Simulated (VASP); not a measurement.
Write the native input for VASP 6.6.1 that does the following.

| Property | Result |
| --- | --- |
| Task | single point |
| Functional | PBE |
| Potentials or basis | VASP PAW PBE potentials, release 64 (La, Y_sv, O) |
| Cutoff | 520 eV |
| k mesh | 8 × 8 × 8 |
| Occupations | gaussian, width 0.1 eV |
| Spin | no spin polarisation |
| Dipole correction | no |
| Further INCAR settings | ALGO = Normal; EDIFF = 1e-07; NBANDS = 40 |

The structure of La4YO lies in POSCAR:

```
La4YO
1.0
   -4.5002756373      4.5002756373      2.3762468195
    4.5002756373     -4.5002756373      2.3762468195
    4.5002756373      4.5002756373     -2.3762468195
La Y O
4 1 1
Direct
    0.4057300697      0.2226015876      0.6283316573
    0.5942699303      0.7773984124      0.3716683427
    0.7773984124      0.4057300697      0.1831284821
    0.2226015876      0.5942699303      0.8168715179
    0.0000000000      0.0000000000      0.0000000000
    0.5000000000      0.5000000000      0.0000000000
```

One way to write it, as run:

INCAR

```
PREC = Accurate ; ENCUT = 520
EDIFF = 1E-7 ; ISMEAR = 0
SIGMA = 0.1 ; LREAL = F
LASPH = T ; NELM = 60
ALGO = Normal ; ISIF = 2
LWAVE = F ; LCHARG = F
GGA = PE ; NBANDS = 40
```

KPOINTS

```
Automatic mesh
0
Gamma
  8 8 8
```

Potentials or basis: VASP PAW PBE potentials, release 64 (La, Y_sv, O).

The run is started by

```sh
$ cat potpaw_PBE.64/La/POTCAR potpaw_PBE.64/Y_sv/POTCAR potpaw_PBE.64/O/POTCAR > POTCAR
$ mpirun -np 1 vasp_std > vasp.out
```

It gave:

```json
{
 "Pressure": "-2.0 GPa",
 "Largest force": "0.004 eV/Å",
 "Band gap on the k mesh": "zero (an odd number of electrons rules out a gap without spin polarisation)"
}
```

Caveat: spin-orbit coupling is left out, which moves the levels of the heavy elements; an odd number of electrons without spin polarisation forces a metal; a magnetic or distorted state may lie lower.

It took 12 min on 1 thread of Intel(R) Xeon(R) 6975P-C (Granite Rapids) (shared host), peak memory 0.84 GiB.
